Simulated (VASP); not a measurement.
# HgTe (rocksalt type) (Fm-3m) in VASP: a series of runs

Runs on HgTe (rocksalt type). Level: PBE. Tasks: single point, relaxation of cell and atoms.

Program: VASP 6.6.1. These are calculated values, not measurements. Logs are shortened: lines on timing, memory, paths and dates and some standing lists are left out, and cuts for length are marked.

## (1) The cell of the first run

Symmetry: Fm-3m, No. 225, cubic system. The conventional cell has a = 6.145 Å, b = 6.145 Å, c = 6.145 Å, α = 90.00°, β = 90.00°, γ = 90.00°. Within 4.0 Å of Hg (site symmetry m-3m) lie 6 Te at 3.07 Å. Te (site symmetry m-3m) has 6 Hg at 3.07 Å within 4.0 Å.

## (2) Single point, PBE

The input, INCAR:

```
SYSTEM = HgTe
PREC = Accurate
ENCUT = 520
EDIFF = 1E-6
ISMEAR = -1
SIGMA = 0.08
LREAL = .False.
LASPH = .True.
NELM = 60
ALGO = Normal
ISIF = 2
LWAVE = .False.
LCHARG = .False.
GGA = PE
NBANDS = 16
```

The input, KPOINTS:

```
regular mesh
0
Gamma
  12 12 12
  0 0 0
```

The input, POSCAR:

```
HgTe
1.0
    0.0000000000      3.0726841899      3.0726841899
    3.0726841899      0.0000000000      3.0726841899
    3.0726841899      3.0726841899      0.0000000000
Hg Te
1 1
Direct
    0.0000000000      0.0000000000      0.0000000000
    0.5000000000      0.5000000000      0.5000000000
```

Potentials or basis: VASP PAW PBE potentials, release 64 (Hg, Te).

On the command line:

```console
$ cat potpaw_PBE.64/Hg/POTCAR potpaw_PBE.64/Te/POTCAR > POTCAR
$ mpirun -np 1 vasp_std > vasp.out
```

OUTCAR:

```text
SYSTEM = HgTe
   PREC = Accurate
   ENCUT = 520
   EDIFF = 1E-6
   ISMEAR = -1
   LREAL = .False.
   LASPH = .True.
   NELM = 60
   ISIF = 2
   GGA = PE

 ion  position               nearest neighbor table
   1  0.000  0.000  0.000-   2 3.07   2 3.07   2 3.07   2 3.07   2 3.07   2 3.07
   2  0.500  0.500  0.500-   1 3.07   1 3.07   1 3.07   1 3.07   1 3.07   1 3.07

  LATTYP: Found a face centered cubic cell.
 ALAT       =     6.1453683798

  Lattice vectors:

 A1 = (   0.0000000000,   3.0726841899,   3.0726841899)
 A2 = (   3.0726841899,   0.0000000000,   3.0726841899)
 A3 = (   3.0726841899,   3.0726841899,   0.0000000000)

Analysis of symmetry for initial positions (statically):
=====================================================================
 Subroutine PRICEL returns:
 Original cell was already a primitive cell.

 Routine SETGRP: Setting up the symmetry group for a
 face centered cubic supercell.

 Subroutine GETGRP returns: Found 48 space group operations
 (whereof 48 operations were pure point group operations)
 out of a pool of 48 trial point group operations.

The static configuration has the point symmetry O_h .

Analysis of symmetry for dynamics (positions and initial velocities):
=====================================================================
 Subroutine PRICEL returns:
 Original cell was already a primitive cell.

 Routine SETGRP: Setting up the symmetry group for a
 face centered cubic supercell.

 Subroutine GETGRP returns: Found 48 space group operations
 (whereof 48 operations were pure point group operations)
 out of a pool of 48 trial point group operations.

The dynamic configuration has the point symmetry O_h .

 Subroutine INISYM returns: Found 48 space group operations
 (whereof 48 operations are pure point group operations),
 and found     1 'primitive' translations

----------------------------------------------------------------------------------------

                                     Primitive cell

  volume of cell :      58.0208

  direct lattice vectors                    reciprocal lattice vectors
     0.000000000  3.072684190  3.072684190    -0.162724175  0.162724175  0.162724175
     3.072684190  0.000000000  3.072684190     0.162724175 -0.162724175  0.162724175
     3.072684190  3.072684190  0.000000000     0.162724175  0.162724175 -0.162724175

  length of vectors
     4.345431654  4.345431654  4.345431654     0.281846539  0.281846539  0.281846539

  position of ions in fractional coordinates (direct lattice)
     0.000000000  0.000000000  0.000000000
     0.500000000  0.500000000  0.500000000

  ion indices of the primitive-cell ions
   primitive index   ion index
                 1           1
                 2           2

----------------------------------------------------------------------------------------

 KPOINTS: regular mesh

Automatic generation of k-mesh.
 Grid dimensions read from file:
 generate k-points for:   12   12   12

 Generating k-lattice:

  Cartesian coordinates                     Fractional coordinates (reciprocal lattice)
    -0.013560348  0.013560348  0.013560348     0.083333333  0.000000000  0.000000000
     0.013560348 -0.013560348  0.013560348     0.000000000  0.083333333  0.000000000
     0.013560348  0.013560348 -0.013560348     0.000000000  0.000000000  0.083333333

  Length of vectors
     0.023487212  0.023487212  0.023487212

  Shift w.r.t. Gamma in fractional coordinates (k-lattice)
     0.000000000  0.000000000  0.000000000

 Subroutine IBZKPT returns following result:
 ===========================================

 Found     72 irreducible k-points:

 Following reciprocal coordinates:
            Coordinates               Weight
  0.000000  0.000000  0.000000      1.000000
  0.083333  0.000000  0.000000      8.000000
  0.166667  0.000000  0.000000      8.000000
  0.250000  0.000000  0.000000      8.000000
  0.333333  0.000000  0.000000      8.000000
  0.416667  0.000000  0.000000      8.000000
[... 16 lines left out ...]
  0.500000  0.166667  0.000000     24.000000
 -0.416667  0.166667  0.000000     24.000000
 [... further k-points ...]
   k-points           NKPTS =     72   k-points in BZ     NKDIM =     72   number of bands    NBANDS=     16
   number of dos      NEDOS =    301   number of ions     NIONS =      2
   total plane-waves  NPLWV =  32768
   dimension x,y,z NGX =    32 NGY =   32 NGZ =   32
   dimension x,y,z NGXF=    64 NGYF=   64 NGZF=   64
   ions per type =               1   1
   NGX,Y,Z   is equivalent  to a cutoff of  12.24, 12.24, 12.24 a.u.
   NGXF,Y,Z  is equivalent  to a cutoff of  24.48, 24.48, 24.48 a.u.
 SYSTEM =  HgTe
   PREC   = accura    normal or accurate (medium, high low for compatibility)
   ISTART =      0    job   : 0-new  1-cont  2-samecut
   ICHARG =      2    charge: 1-file 2-atom 10-const
   ISPIN  =      1    spin polarized calculation?
   LNONCOLLINEAR =      F non collinear calculations
   LSORBIT =      F    spin-orbit coupling
   LASPH  =      T    aspherical Exc in radial PAW
   ENCUT  =  520.0 eV  38.22 Ry    6.18 a.u.   8.08  8.08  8.08*2*pi/ulx,y,z
   NELM   =     60;   NELMIN=  2; NELMDL= -5     # of ELM steps
   EDIFF  = 0.1E-05   stopping-criterion for ELM
   LREAL  =      F    real-space projection
   EDIFFG = 0.1E-04   stopping-criterion for IOM
   NSW    =      0    number of steps for IOM
   IBRION =     -1    ionic relax: 0-MD 1-quasi-New 2-CG
   NFREE  =      0    steps in history (QN), initial steepest desc. (CG)
   ISIF   =      2    stress and relaxation
   ISYM   =      2    0-nonsym 1-usesym 2-fastsym
   POTIM  = 0.5000    time-step for ionic-motion
   TEBEG  =    0.0;   TEEND  =   0.0 temperature during run
   PSTRESS=    0.0 pullay stress
   NELECT =      18.0000    total number of electrons
   NUPDOWN=      -1.0000    fix difference up-down
   EMIN   =  10.00;   EMAX   =-10.00  energy-range for DOS
   EFERMI =   0.00;   METHOD = LEGACY
   ISMEAR =    -1;   SIGMA  =   0.08  broadening in eV -4-tet -1-fermi 0-gaus
   EFERMI_NEDOS =   21; number of points for ismear=-14 and -15
   IALGO  =     38    algorithm
   IMIX   =      4    mixing-type and parameters
     AMIX     =   0.40;   BMIX     =  1.00
     AMIX_MAG =   1.60;   BMIX_MAG =  1.00
  volume/ion in A,a.u.               =      29.01       195.77
  Fermi-wavevector in a.u.,A,eV,Ry     =   1.108250  2.094289 16.710921  1.228218
  Thomas-Fermi vector in A             =   2.244775
   LORBIT       =      0    0 simple, 1 ext, 2 COOP (PROOUT), +10 PAW based schemes
   GGA     = PE    functional components
   LHFCALC =     F    Hartree Fock is set to
   AEXX    =    0.0000 exact exchange contribution
   IVDW    =     0    specifies the selected vdW correction
   LEPSILON=     F    determine dielectric tensor
   LRPA    =     F    only Hartree local field effects (RPA)
 non-spin polarized calculation
  energy-cutoff  :      520.00
  volume of cell :       58.02
 maximum number of plane-waves:      1588
   NGX = 17   NGY = 17   NGZ = 17

 number of electron      18.0000000 magnetization

 Free energy of the ion-electron system (eV)
  ---------------------------------------------------
  ext. energy  EPLUGINS =         0.00000000
  ---------------------------------------------------
  free energy    TOTEN  =        -3.35544409 eV

  energy without entropy =       -3.32853567  energy(sigma->0) =       -3.34198988

 E-fermi :   4.1326     XC(G=0):  -9.7662

 val. band max:        4.1245276992   @ k =   0.3333   0.0000   0.0000
 cond. band min:       4.1365285373   @ k =   0.5000   0.0833   0.0000
 fundamental gap:      0.0120008380
 Fermi energy:         4.1326388869

 k-point     1 :       0.0000    0.0000    0.0000
  band No.  band energies     occupation
      1      -7.7315      2.00000
      2      -2.4751      2.00000
      3      -2.4751      2.00000
      4      -2.4179      2.00000
      5      -2.4179      2.00000
      6      -2.4179      2.00000
[... 8 lines left out ...]
     15      11.8682      0.00000
     16      11.8682      0.00000

 k-point     2 :       0.0833    0.0000    0.0000
  band No.  band energies     occupation
      1      -7.6736      2.00000
      2      -2.4961      2.00000
      3      -2.4961      2.00000
      4      -2.4249      2.00000
      5      -2.4101      2.00000
      6      -2.4101      2.00000
[... 8 lines left out ...]
     15      12.0662      0.00000
     16      12.0662      0.00000

 k-point     3 :       0.1667    0.0000    0.0000
  band No.  band energies     occupation
      1      -7.5058      2.00000
      2      -2.5569      2.00000
      3      -2.5569      2.00000
      4      -2.4495      2.00000
      5      -2.3832      2.00000
      6      -2.3832      2.00000
[... 8 lines left out ...]
     15      12.4135      0.00000
     16      12.4135      0.00000

 k-point     4 :       0.2500    0.0000    0.0000
  band No.  band energies     occupation
      1      -7.2491      2.00000
      2      -2.6391      2.00000
      3      -2.6391      2.00000
      4      -2.5051      2.00000
      5      -2.3435      2.00000
      6      -2.3435      2.00000
[... 8 lines left out ...]
     15      12.9601      0.00000
     16      12.9601      0.00000
[... 324 lines left out ...]
 k-point    22 :       0.4167    0.1667    0.0000
  band No.  band energies     occupation
      1      -6.8050      2.00000
      2      -2.7265      2.00000
      3      -2.6311      2.00000
      4      -2.5440      2.00000
      5      -2.2929      2.00000
      6      -2.2597      2.00000
[... 8 lines left out ...]
     15      15.0182      0.00000
     16      15.2886      0.00000

 k-point    23 :       0.5000    0.1667    0.0000
  band No.  band energies     occupation
      1      -6.6275      2.00000
      2      -2.7032      2.00000
      3      -2.6847      2.00000
      4      -2.6162      2.00000
      5      -2.2605      2.00000
      6      -2.2482      2.00000
[... 8 lines left out ...]
     15      15.2182      0.00000
     16      15.5998      0.00000

 k-point    24 :      -0.4167    0.1667    0.0000
  band No.  band energies     occupation
      1      -6.5899      2.00000
      2      -2.7499      2.00000
      3      -2.7437      2.00000
      4      -2.5713      2.00000
      5      -2.2597      2.00000
      6      -2.2409      2.00000
[... 8 lines left out ...]
     15      14.3062      0.00000
     16      14.7771      0.00000

 [... further k-points ...]

------------------------ aborting loop because EDIFF is reached ----------------------------------------

  FORCE on cell =-STRESS in cart. coord.  units (eV):
  Direction    XX          YY          ZZ          XY          YZ          ZX
  --------------------------------------------------------------------------------------
  -------------------------------------------------------------------------------------
  Total        0.0326660      0.0326660      0.0326660      0.0000000      0.0000000     -0.0000000
  in kB        0.9020338      0.9020338      0.9020338      0.0000000      0.0000000     -0.0000000
  external PRESSURE =       0.9020338 kB  Pullay stress =       0.0000000 kB

 VOLUME and BASIS-vectors are now :
 -----------------------------------------------------------------------------
  energy-cutoff  :      520.00
  volume of cell :       58.02
      direct lattice vectors                 reciprocal lattice vectors
     0.000000000  3.072684190  3.072684190    -0.162724175  0.162724175  0.162724175
     3.072684190  0.000000000  3.072684190     0.162724175 -0.162724175  0.162724175
     3.072684190  3.072684190  0.000000000     0.162724175  0.162724175 -0.162724175

 POSITION                                       TOTAL-FORCE (eV/Angst)
 -----------------------------------------------------------------------------------
      0.00000      0.00000      0.00000         0.000000     -0.000000      0.000000
      3.07268      3.07268      3.07268        -0.000000      0.000000     -0.000000
 -----------------------------------------------------------------------------------
    total drift:                                0.000000     -0.000000     -0.000000

  FREE ENERGIE OF THE ION-ELECTRON SYSTEM (eV)
  ---------------------------------------------------
  free  energy   TOTEN  =        -3.3554440875 eV

  energy  without entropy=       -3.3285356687  energy(sigma->0) =       -3.34198988
```

Wall time 30 s (1 thread of AMD EPYC 9R45 (Zen 5), shared host); peak memory 0.19 GiB.

What came out:

```
Free energy            : -3.3554 eV
Pressure               : 0.1 GPa
Band gap on the k mesh : zero (bands 9 and 10 overlap by 2.43 eV)
```

Levels at points of the mesh, in eV from the Fermi level:
```tsv
k point	band 6	band 7	band 8	band 9	band 10	band 11	band 12	band 13
(0.00, 0.00, 0.00)	-6.55	-1.03	-0.65	-0.65	-0.65	7.64	7.64	7.64
(0.50, 0.00, 0.00)	-6.39	-5.40	0.26	0.26	2.68	3.58	4.01	4.01
(0.50, 0.50, 0.00)	-5.78	-4.09	-2.70	-2.16	-2.16	4.90	9.05	9.05
```

Caveat: spin-orbit coupling is left out, which moves the levels of the heavy elements.

## (3) Relaxation of cell and atoms, PBE, target pressure 22 GPa, at which the enthalpy is minimised

This run uses another cell than the first one, of 22.63 Å³/atom.

The input, INCAR:

```
PREC = Accurate
ENCUT = 600
EDIFF = 1E-7
ISMEAR = -1
SIGMA = 0.08
LREAL = False
LASPH = True
NELM = 80
ALGO = Normal
ISIF = 3
LWAVE = False
LCHARG = False
GGA = PE
IBRION = 2
NSW = 60
EDIFFG = -0.005
PSTRESS = 220.0
```

The input, KPOINTS:

```
regular mesh
0
Gamma
  12 12 12
```

The input, POSCAR:

```
HgTe
1.0
    0.0000000000      2.8284562142      2.8284562142
    2.8284562142      0.0000000000      2.8284562142
    2.8284562142      2.8284562142      0.0000000000
Hg Te
1 1
Direct
    0.0000000000      0.0000000000      0.0000000000
    0.5000000000      0.5000000000      0.5000000000
```

Potentials or basis: VASP PAW PBE potentials, release 64 (Hg, Te).

On the command line:

```console
$ cat potpaw_PBE.64/Hg/POTCAR potpaw_PBE.64/Te/POTCAR > POTCAR
$ mpirun -np 1 vasp_std > vasp.out
```

Wall time 58 s (1 thread of AMD EPYC 9R45 (Zen 5), shared host); peak memory 0.19 GiB.

The run converged. Its results:

- Free energy: -2.6799 eV
- Relaxed volume: 22.73 Å³/atom
- Relaxed cell: a = 4.006 Å, b = 4.006 Å, c = 4.006 Å, α = 60.00°, β = 60.00°, γ = 60.00°
- Space group after relaxing (to 0.1 Å): Fm-3m (No. 225)
- Energy change on relaxing (the run minimises the enthalpy): -13.7 meV/atom
- Ionic steps: 3
- Pressure after relaxing: 22.0 GPa
- Band gap on the k mesh: zero (bands 9 and 10 overlap by 3.59 eV)

Step by step:
```tsv
step	energy change (eV)	largest force (eV/Å)	pressure (GPa)	volume (Å³)
1	0.0000	0.0000	22.65	45.26
2	-0.0821	0.0000	20.70	45.86
3	-0.0274	0.0000	22.01	45.45
```

Final structure:
```
Hg Te
1.0
     0.00000    2.83254    2.83254
     2.83254    0.00000    2.83254
     2.83254    2.83254    0.00000
Hg Te
1 1
Direct
  0.00000 0.00000 0.00000
  0.50000 0.50000 0.50000
```

Levels at points of the mesh, in eV from the Fermi level:
```csv
k point,band 6,band 7,band 8,band 9,band 10,band 11,band 12,band 13
"(0.00, 0.00, 0.00)",-7.66,-1.06,-1.06,-1.06,0.21,7.54,7.80,7.80
"(0.50, 0.00, 0.00)",-7.36,-6.48,0.58,0.58,2.35,3.60,3.60,4.86
"(0.50, 0.50, 0.00)",-6.15,-5.92,-3.26,-3.26,-3.02,4.52,10.46,10.46
```

Caveat: the cell is relaxed towards a set pressure, so the run minimises the enthalpy, not the energy; spin-orbit coupling is left out, which moves the levels of the heavy elements.

[end of part 1 of 2]

The gap in the log of VASP goes by the Fermi energy; the results here count the filled bands.